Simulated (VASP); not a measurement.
# ZnS (lda) (P6_3mc) in VASP: further runs

ZnS (lda) is run at these levels: LDA; tasks: single point.

All numbers are computed with VASP 6.6.1; they aren't measurements. Logs are shortened: lines on timing, memory, paths and dates and some standing lists are left out, and cuts for length are marked.

## (1) The cell of the first run

Symmetry: P6_3mc, No. 186, hexagonal system. Conventional cell: a = 3.823 Å, b = 3.823 Å, c = 6.261 Å, α = 90.00°, β = 90.00°, γ = 120.00°. Within 3.1 Å of Zn (site symmetry 3m) lie 4 S at 2.34 to 2.35 Å. Within 3.1 Å of S (site symmetry 3m) lie 4 Zn at 2.34 to 2.35 Å.

## (2) Single point, LDA

The input, INCAR:

```
PREC = Accurate ; ENCUT = 520
EDIFF = 1E-7 ; ISMEAR = 0
SIGMA = 0.1 ; LREAL = F
LASPH = T ; NELM = 60
ALGO = Normal ; ISIF = 2
LWAVE = F ; LCHARG = F
GGA = CA ; NBANDS = 26
```

The input, KPOINTS:

```
regular mesh
0
Gamma
  6 6 4
```

The input, POSCAR:

```
ZnS
1.0
    3.8230000000      0.0000000000      0.0000000000
   -1.9115000000      3.3108151187      0.0000000000
    0.0000000000      0.0000000000      6.2610000000
Zn S
2 2
Direct
    0.3333333333      0.6666666667      0.0000000000
    0.6666666667      0.3333333333      0.5000000000
    0.3333333333      0.6666666667      0.3750000000
    0.6666666667      0.3333333333      0.8750000000
```

Potentials or basis: VASP PAW LDA potentials, release 64 (Zn, S).

On the command line:

```
$ cat potpaw_LDA.64/Zn/POTCAR potpaw_LDA.64/S/POTCAR > POTCAR
$ mpirun -np 1 vasp_std > vasp.out
```

OUTCAR:

```text
PREC = Accurate
   ENCUT = 520
   EDIFF = 1E-7
   ISMEAR = 0
   LREAL = F
   LASPH = T
   NELM = 60
   ISIF = 2
   GGA = CA

 ion  position               nearest neighbor table
   1  0.333  0.667  0.000-   4 2.34   4 2.34   4 2.34   3 2.35
   2  0.667  0.333  0.500-   3 2.34   3 2.34   3 2.34   4 2.35
   3  0.333  0.667  0.375-   2 2.34   2 2.34   2 2.34   1 2.35
   4  0.667  0.333  0.875-   1 2.34   1 2.34   1 2.34   2 2.35

  LATTYP: Found a hexagonal cell.
 ALAT       =     3.8230000000
 C/A-ratio  =     1.6377190688

  Lattice vectors:

 A1 = (   3.8230000000,   0.0000000000,   0.0000000000)
 A2 = (  -1.9115000000,   3.3108151187,   0.0000000000)
 A3 = (   0.0000000000,   0.0000000000,   6.2610000000)

Analysis of symmetry for initial positions (statically):
=====================================================================
 Subroutine PRICEL returns:
 Original cell was already a primitive cell.

 Routine SETGRP: Setting up the symmetry group for a
 hexagonal supercell.

 Subroutine GETGRP returns: Found 12 space group operations
 (whereof  6 operations were pure point group operations)
 out of a pool of 24 trial point group operations.

The static configuration has the point symmetry C_3v.
 The point group associated with its full space group is C_6v.

Analysis of symmetry for dynamics (positions and initial velocities):
=====================================================================
 Subroutine PRICEL returns:
 Original cell was already a primitive cell.

 Routine SETGRP: Setting up the symmetry group for a
 hexagonal supercell.

 Subroutine GETGRP returns: Found 12 space group operations
 (whereof  6 operations were pure point group operations)
 out of a pool of 24 trial point group operations.

The dynamic configuration has the point symmetry C_3v.
 The point group associated with its full space group is C_6v.

 Subroutine INISYM returns: Found 12 space group operations
 (whereof  6 operations are pure point group operations),
 and found     1 'primitive' translations

----------------------------------------------------------------------------------------

                                     Primitive cell

  volume of cell :      79.2470

  direct lattice vectors                    reciprocal lattice vectors
     3.823000000  0.000000000  0.000000000     0.261574680  0.151020212  0.000000000
    -1.911500000  3.310815119  0.000000000     0.000000000  0.302040423  0.000000000
     0.000000000  0.000000000  6.261000000     0.000000000  0.000000000  0.159718895

  length of vectors
     3.823000000  3.823000000  6.261000000     0.302040423  0.302040423  0.159718895

  position of ions in fractional coordinates (direct lattice)
     0.333333333  0.666666667  0.000000000
     0.666666667  0.333333333  0.500000000
     0.333333333  0.666666667  0.375000000
     0.666666667  0.333333333  0.875000000

  ion indices of the primitive-cell ions
   primitive index   ion index
                 1           1
                 2           2
                 3           3
                 4           4

----------------------------------------------------------------------------------------

 KPOINTS: regular mesh

Automatic generation of k-mesh.
 Grid dimensions read from file:
 generate k-points for:    6    6    4

 Generating k-lattice:

  Cartesian coordinates                     Fractional coordinates (reciprocal lattice)
     0.043595780  0.025170035  0.000000000     0.166666667  0.000000000  0.000000000
     0.000000000  0.050340071  0.000000000     0.000000000  0.166666667  0.000000000
     0.000000000  0.000000000  0.039929724     0.000000000  0.000000000  0.250000000

  Length of vectors
     0.050340071  0.050340071  0.039929724

  Shift w.r.t. Gamma in fractional coordinates (k-lattice)
     0.000000000  0.000000000  0.000000000

 Subroutine IBZKPT returns following result:
 ===========================================

 Found     21 irreducible k-points:

 Following reciprocal coordinates:
            Coordinates               Weight
  0.000000  0.000000  0.000000      1.000000
  0.166667 -0.000000  0.000000      6.000000
  0.333333  0.000000  0.000000      6.000000
  0.500000 -0.000000  0.000000      3.000000
  0.166667  0.166667  0.000000      6.000000
  0.333333  0.166667  0.000000     12.000000
[... 13 lines left out ...]
  0.333333  0.166667  0.500000     12.000000
  0.333333  0.333333  0.500000      2.000000
   k-points           NKPTS =     21   k-points in BZ     NKDIM =     21   number of bands    NBANDS=     26
   number of dos      NEDOS =    301   number of ions     NIONS =      4
   total plane-waves  NPLWV =  37632
   dimension x,y,z NGX =    28 NGY =   28 NGZ =   48
   dimension x,y,z NGXF=    56 NGYF=   56 NGZF=   96
   ions per type =               2   2
   NGX,Y,Z   is equivalent  to a cutoff of  12.18, 12.18, 12.75 a.u.
   NGXF,Y,Z  is equivalent  to a cutoff of  24.35, 24.35, 25.49 a.u.
 SYSTEM =  unknown system
   PREC   = accura    normal or accurate (medium, high low for compatibility)
   ISTART =      0    job   : 0-new  1-cont  2-samecut
   ICHARG =      2    charge: 1-file 2-atom 10-const
   ISPIN  =      1    spin polarized calculation?
   LNONCOLLINEAR =      F non collinear calculations
   LSORBIT =      F    spin-orbit coupling
   LASPH  =      T    aspherical Exc in radial PAW
   ENCUT  =  520.0 eV  38.22 Ry    6.18 a.u.   7.11  7.11 11.64*2*pi/ulx,y,z
   NELM   =     60;   NELMIN=  2; NELMDL= -5     # of ELM steps
   EDIFF  = 0.1E-06   stopping-criterion for ELM
   LREAL  =      F    real-space projection
   EDIFFG = 0.1E-05   stopping-criterion for IOM
   NSW    =      0    number of steps for IOM
   IBRION =     -1    ionic relax: 0-MD 1-quasi-New 2-CG
   NFREE  =      0    steps in history (QN), initial steepest desc. (CG)
   ISIF   =      2    stress and relaxation
   ISYM   =      2    0-nonsym 1-usesym 2-fastsym
   POTIM  = 0.5000    time-step for ionic-motion
   TEBEG  =    0.0;   TEEND  =   0.0 temperature during run
   PSTRESS=    0.0 pullay stress
   NELECT =      36.0000    total number of electrons
   NUPDOWN=      -1.0000    fix difference up-down
   EMIN   =  10.00;   EMAX   =-10.00  energy-range for DOS
   EFERMI =   0.00;   METHOD = LEGACY
   ISMEAR =     0;   SIGMA  =   0.10  broadening in eV -4-tet -1-fermi 0-gaus
   EFERMI_NEDOS =   21; number of points for ismear=-14 and -15
   IALGO  =     38    algorithm
   IMIX   =      4    mixing-type and parameters
     AMIX     =   0.40;   BMIX     =  1.00
     AMIX_MAG =   1.60;   BMIX_MAG =  1.00
  volume/ion in A,a.u.               =      19.81       133.70
  Fermi-wavevector in a.u.,A,eV,Ry     =   1.258485  2.378192 21.548694  1.583784
  Thomas-Fermi vector in A             =   2.392092
   LORBIT       =      0    0 simple, 1 ext, 2 COOP (PROOUT), +10 PAW based schemes
   GGA     = CA    functional components
   LHFCALC =     F    Hartree Fock is set to
   AEXX    =    0.0000 exact exchange contribution
   IVDW    =     0    specifies the selected vdW correction
   LEPSILON=     F    determine dielectric tensor
   LRPA    =     F    only Hartree local field effects (RPA)
 non-spin polarized calculation
 Gauss-broadening in eV      SIGMA  =   0.10
  energy-cutoff  :      520.00
  volume of cell :       79.25
 maximum number of plane-waves:      2156
   NGX = 15   NGY = 15   NGZ = 23

 number of electron      35.9999987 magnetization

 Free energy of the ion-electron system (eV)
  ---------------------------------------------------
  ext. energy  EPLUGINS =         0.00000000
  ---------------------------------------------------
  free energy    TOTEN  =       -16.32979406 eV

  energy without entropy =      -16.32979406  energy(sigma->0) =      -16.32979406

 E-fermi :   2.3856     XC(G=0): -10.0134

 val. band max:        1.9025611251   @ k =   0.0000   0.0000   0.0000
 cond. band min:       3.8426054274   @ k =   0.0000   0.0000   0.0000
 fundamental gap:      1.9400443023
 Fermi energy:         2.3856028214

 k-point     1 :       0.0000    0.0000    0.0000
  band No.  band energies     occupation
      1     -11.1994      2.00000
      2     -10.2499      2.00000
      3      -4.5810      2.00000
      4      -4.5705      2.00000
      5      -4.5705      2.00000
      6      -4.4927      2.00000
[... 18 lines left out ...]
     25       9.4655      0.00000
     26      10.8768      0.00000

 k-point     2 :       0.1667   -0.0000    0.0000
  band No.  band energies     occupation
      1     -11.0150      2.00000
      2     -10.1502      2.00000
      3      -4.5823      2.00000
      4      -4.5448      2.00000
      5      -4.5370      2.00000
      6      -4.4683      2.00000
[... 18 lines left out ...]
     25       9.9750      0.00000
     26      10.2658      0.00000

 k-point     3 :       0.3333    0.0000    0.0000
  band No.  band energies     occupation
      1     -10.5717      2.00000
      2      -9.9724      2.00000
      3      -4.5675      2.00000
      4      -4.4858      2.00000
      5      -4.4845      2.00000
      6      -4.3446      2.00000
[... 18 lines left out ...]
     25      10.4013      0.00000
     26      11.3831      0.00000

 k-point     4 :       0.5000   -0.0000    0.0000
  band No.  band energies     occupation
      1     -10.2647      2.00000
      2      -9.9364      2.00000
      3      -4.5539      2.00000
      4      -4.4701      2.00000
      5      -4.3465      2.00000
      6      -4.3330      2.00000
[... 18 lines left out ...]
     25      10.7543      0.00000
     26      13.1162      0.00000
[... 409 lines left out ...]
      1     -10.3682      2.00000
      2     -10.3682      2.00000
      3      -4.5498      2.00000
      4      -4.5498      2.00000
      5      -4.4537      2.00000
      6      -4.4537      2.00000
[... 18 lines left out ...]
     25      10.1315      0.00000
     26      10.1315      0.00000

 k-point    20 :       0.3333    0.1667    0.5000
  band No.  band energies     occupation
      1     -10.0954      2.00000
      2     -10.0954      2.00000
      3      -4.5135      2.00000
      4      -4.5135      2.00000
      5      -4.3889      2.00000
      6      -4.3889      2.00000
[... 18 lines left out ...]
     25      10.8131      0.00000
     26      10.8131      0.00000

 k-point    21 :       0.3333    0.3333    0.5000
  band No.  band energies     occupation
      1     -10.0019      2.00000
      2     -10.0019      2.00000
      3      -4.4467      2.00000
      4      -4.4467      2.00000
      5      -4.4132      2.00000
      6      -4.4132      2.00000
[... 18 lines left out ...]
     25      11.4825      0.00000
     26      11.4825      0.00000

------------------------ aborting loop because EDIFF is reached ----------------------------------------

  FORCE on cell =-STRESS in cart. coord.  units (eV):
  Direction    XX          YY          ZZ          XY          YZ          ZX
  --------------------------------------------------------------------------------------
  -------------------------------------------------------------------------------------
  Total       -2.2618767     -2.2618767     -2.2285104      0.0000000     -0.0000000      0.0000000
  in kB      -45.7295123    -45.7295123    -45.0549299      0.0000000     -0.0000000      0.0000000
  external PRESSURE =     -45.5046515 kB  Pullay stress =       0.0000000 kB

 VOLUME and BASIS-vectors are now :
 -----------------------------------------------------------------------------
  energy-cutoff  :      520.00
  volume of cell :       79.25
      direct lattice vectors                 reciprocal lattice vectors
     3.823000000  0.000000000  0.000000000     0.261574680  0.151020212  0.000000000
    -1.911500000  3.310815119  0.000000000     0.000000000  0.302040423  0.000000000
     0.000000000  0.000000000  6.261000000     0.000000000  0.000000000  0.159718895

 POSITION                                       TOTAL-FORCE (eV/Angst)
 -----------------------------------------------------------------------------------
     -0.00000      2.20721      0.00000        -0.000000      0.000000      0.008370
      1.91150      1.10361      3.13050         0.000000      0.000000      0.008370
     -0.00000      2.20721      2.34788         0.000000     -0.000000     -0.008370
      1.91150      1.10361      5.47837        -0.000000      0.000000     -0.008370
 -----------------------------------------------------------------------------------
    total drift:                               -0.000000     -0.000000     -0.000586

  FREE ENERGIE OF THE ION-ELECTRON SYSTEM (eV)
  ---------------------------------------------------
  free  energy   TOTEN  =       -16.3297940574 eV

  energy  without entropy=      -16.3297940574  energy(sigma->0) =      -16.32979406
```

It took 32 s on 1 thread of Intel Xeon Platinum 8259CL at 2.50GHz (Skylake/Cascade Lake), shared host; peak memory 0.17 GiB.

Results:

| Property | Result |
| --- | --- |
| Free energy | -16.3298 eV |
| Pressure | -4.6 GPa |
| Largest force | 0.008 eV/Å |
| Band gap on the k mesh | 1.94 eV, direct |

Forces in eV/Å, atoms in the order of the input:
```
Zn   0.000  0.000  0.008
Zn   0.000  0.000  0.008
S    0.000  0.000 -0.008
S    0.000  0.000 -0.008
```

## (3) Single point, LDA

This run uses another cell than the first one, of 18.58 Å³/atom, 0.938 times its volume.

The input, INCAR:

```
ALGO = Normal ; EDIFF = 1E-6
ENCUT = 520 ; ISIF = 2
ISMEAR = 0 ; LASPH = T
LCHARG = T ; LELF = T
LREAL = F ; LVHAR = T
LWAVE = F ; NBANDS = 26
NELM = 60 ; PREC = Accurate
SIGMA = 0.02
```

The input, KPOINTS:

```
k-points
0
Gamma
  9 9 6
```

The input, POSCAR:

```
ZnS
1.0
    3.7381765707      0.0000000000      0.0000000000
   -1.8690882854      3.2373558741      0.0000000000
    0.0000000000      0.0000000000      6.1427593467
Zn S
2 2
Direct
    0.3333333333      0.6666666667      0.0005888713
    0.6666666667      0.3333333333      0.5005888713
    0.3333333333      0.6666666667      0.3744111287
    0.6666666667      0.3333333333      0.8744111287
```

Potentials or basis: VASP PAW LDA potentials, release 64 (Zn, S).

On the command line:

```
$ cat potpaw_LDA.64/Zn/POTCAR potpaw_LDA.64/S/POTCAR > POTCAR
$ mpirun -np 1 vasp_std > vasp.out
```

It took 57 s on 1 thread of Intel Xeon Platinum 8259CL at 2.50GHz (Skylake/Cascade Lake), shared host; peak memory 0.2 GiB.

Results (log left out):

* Free energy: -16.4028 eV
* Pressure: 0.2 GPa
* Band gap on the k mesh: 2.23 eV, direct

Levels at points of the mesh, in eV from the valence-band top:
```
           k point  band 15  band 16  band 17  band 18  band 19  band 20  band 21  band 22
(0.00, 0.00, 0.00)    -0.99    -0.10     0.00     0.00     2.23     3.02     6.12     6.12
(0.00, 0.00, 0.50)    -0.52    -0.52    -0.52    -0.52     3.53     3.53     6.61     6.61
```

A hybrid or GW would open this gap; LDA tends to underestimate it.

(Part 1 of 2 ends here.)
